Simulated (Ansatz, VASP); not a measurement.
One calculation of CsSnI3, two programs

The input INCAR:

```
ALGO = Normal ; EDIFF = 1E-6
ENCUT = 520 ; GGA = PE
ISIF = 2 ; ISMEAR = 0
LASPH = True ; LCHARG = False
LREAL = False ; LWAVE = False
NBANDS = 30 ; NELM = 100
PREC = Accurate ; SIGMA = 0.03
```

The input KPOINTS:

```
k-points
0
Gamma
  6 6 6
```

The input POSCAR:

```
CsSnI3
1.0
    6.2057000000      0.0000000000      0.0000000000
    0.0000000000      6.2057000000      0.0000000000
    0.0000000000      0.0000000000      6.2057000000
Cs Sn I
1 1 3
Direct
    0.0000000000      0.0000000000      0.0000000000
    0.5000000000      0.5000000000      0.5000000000
    0.0000000000      0.5000000000      0.5000000000
    0.5000000000      0.0000000000      0.5000000000
    0.5000000000      0.5000000000      0.0000000000
```

Input for Ansatz:

```yaml
crystal:
  lattice:
    - [6.2057, 0.0, 0.0]
    - [0.0, 6.2057, 0.0]
    - [0.0, 0.0, 6.2057]
  atoms:
    - { symbol: Cs, position: [0.0, 0.0, 0.0] }
    - { symbol: Sn, position: [0.5, 0.5, 0.5] }
    - { symbol: I, position: [0.0, 0.5, 0.5] }
    - { symbol: I, position: [0.5, 0.0, 0.5] }
    - { symbol: I, position: [0.5, 0.5, 0.0] }
basis:
  ecutwfc: 420
kpoints:
  mp_grid: { grid: [6, 6, 6] }
hamiltonian:
  xc: pbe
scf:
  occupations: { method: gaussian, width: 0.03 }
output:
  forces: true
  stress: true
  eigenvalues: true
```

Alike in both runs: task single point; functional PBE; k mesh 6 × 6 × 6; occupations gaussian, width 0.03 eV; no spin polarisation.

|  | VASP | Ansatz |
| --- | --- | --- |
| version | VASP 6.6.1 | Ansatz 0.2.0 |
| potentials or method | VASP PAW PBE potentials, release 64 (Cs_sv, Sn_d, I), cutoff 520 eV | scalar-relativistic, plane waves, PAW |
| valence electrons in the cell | 44 | 74 |

```csv
,VASP,Ansatz,Ansatz less VASP
gap on the k mesh at the Fermi level (eV),0.31,0.31,+0.006
least direct gap on the mesh (eV),0.31,0.31,+0.006
pressure (GPa),0.6,0.6,+0.01
```

VASP's potentials hold 44 valence electrons a cell and Ansatz's 74, so a difference there can come from the potentials and not from the codes.

Neither program's run includes spin-orbit coupling.
